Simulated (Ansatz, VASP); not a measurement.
# Two plane-wave programs on Ca2BPb

The input INCAR:

```
PREC = Accurate
ENCUT = 600
EDIFF = 1E-7
ISMEAR = 0
SIGMA = 0.1
LREAL = False
LASPH = True
NELM = 80
ALGO = Fast
ISIF = 3
LWAVE = False
LCHARG = False
GGA = PE
IBRION = 2
NSW = 100
EDIFFG = -0.01
```

File KPOINTS:

```
regular mesh
0
Gamma
  12 12 6
```

File POSCAR:

```
Ca2BPb
1.0
    4.0319558670      0.0000000000      0.0000000000
   -2.0159779335      3.4917762078      0.0000000000
    0.0000000000      0.0000000000      8.2230982772
Ca B Pb
2 1 1
Direct
    0.3333333333      0.6666666667      0.7194054966
    0.3333333333      0.6666666667      0.2805945034
    0.6666666667      0.3333333333      0.0000000000
    0.0000000000      0.0000000000      0.0000000000
```

Input for Ansatz:

```yaml
crystal:
  lattice:
    - [4.031955867, 0.0, 0.0]
    - [-2.0159779335, 3.4917762078, 0.0]
    - [0.0, 0.0, 8.2230982772]
  atoms:
    - { symbol: Ca, position: [0.3333333333, 0.6666666667, 0.7194054966] }
    - { symbol: Ca, position: [0.3333333333, 0.6666666667, 0.2805945034] }
    - { symbol: B, position: [0.6666666667, 0.3333333333, 0.0] }
    - { symbol: Pb, position: [0.0, 0.0, 0.0] }
basis:
  ecutwfc: 420
kpoints:
  mp_grid: { grid: [12, 12, 6] }
hamiltonian:
  xc: pbe
scf:
  occupations: { method: gaussian, width: 0.1 }
output:
  forces: true
  stress: true
  eigenvalues: true
relax:
  adjacent_minimum: "off"
  f_tol: 0.01
  max_steps: 80
  cell: { stress_tol: 0.05 }
```

Alike in both runs: task relaxation of cell and atoms; functional PBE; k mesh 12 × 12 × 6; occupations gaussian, width 0.1 eV; no spin polarisation.

```csv
,VASP,Ansatz
version,VASP 6.6.1,Ansatz 0.2.0
potentials or method,"VASP PAW PBE potentials, release 64 (Ca_sv, B, Pb_d), cutoff 600 eV","scalar-relativistic, plane waves, PAW"
valence electrons in the cell,37,37
```

Ansatz gave:

| Item | Value |
| --- | --- |
| gap on the k mesh at the Fermi level, each at its own relaxed structure (eV) | none |
| relaxed volume (Å³/atom) | 28.77 |
| relaxed cell length with the largest relative difference (Å) | 8.258 |

Problem. What did VASP give for the same quantities?

Solution. gap on the k mesh at the Fermi level, each at its own relaxed structure (eV): none; relaxed volume (Å³/atom): 28.76; relaxed cell length with the largest relative difference (Å): 8.267.

A gap of «none» marks a metal or a gap that the smearing closes.

Neither program's run includes spin-orbit coupling.
